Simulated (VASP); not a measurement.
A run of VASP 6.6.1:

Contents of INCAR:

```
  ALGO = Normal
  EDIFF = 1E-6
  ENCUT = 520
  GGA = PS
  GGA_COMPAT = F
  ISIF = 2
  ISMEAR = -1
  LASPH = T
  LCHARG = T
  LMAXMIX = 4
  LNONCOLLINEAR = T
  LORBIT = 11
  LORBMOM = T
  LREAL = F
  LSORBIT = T
  LVHAR = T
  LWAVE = F
  MAGMOM = 0 0 0 0 0 0
  NBANDS = 32
  NELM = 150
  PREC = Accurate
  SIGMA = 0.05
```

The input KPOINTS:

```
k-points
0
Gamma
  11 11 6
```

Contents of POSCAR:

```
Pd
1.0
    2.7836650458      0.0000000000      0.0000000000
   -1.3918325229      2.4107246453      0.0000000000
    0.0000000000      0.0000000000      4.6288930000
Pd
2
Direct
    0.3333333333      0.6666666667      0.2500000000
    0.6666666667      0.3333333333      0.7500000000
```

Potentials or basis: VASP PAW PBE potentials, release 64 (Pd).

Command:

```bash
$ cat potpaw_PBE.64/Pd/POTCAR > POTCAR
$ mpirun -np 1 vasp_ncl > vasp.out
```

Hardware: 1 thread of AMD EPYC 9R45 96-Core Processor (Zen 5) (shared host).

Question: Estimate the wall time of this run.

Answer: It took 79 s on 1 thread of AMD EPYC 9R45 96-Core Processor (Zen 5), with other jobs on the host, peak memory 0.25 GiB. Counts: scf iterations 12, k points 64.
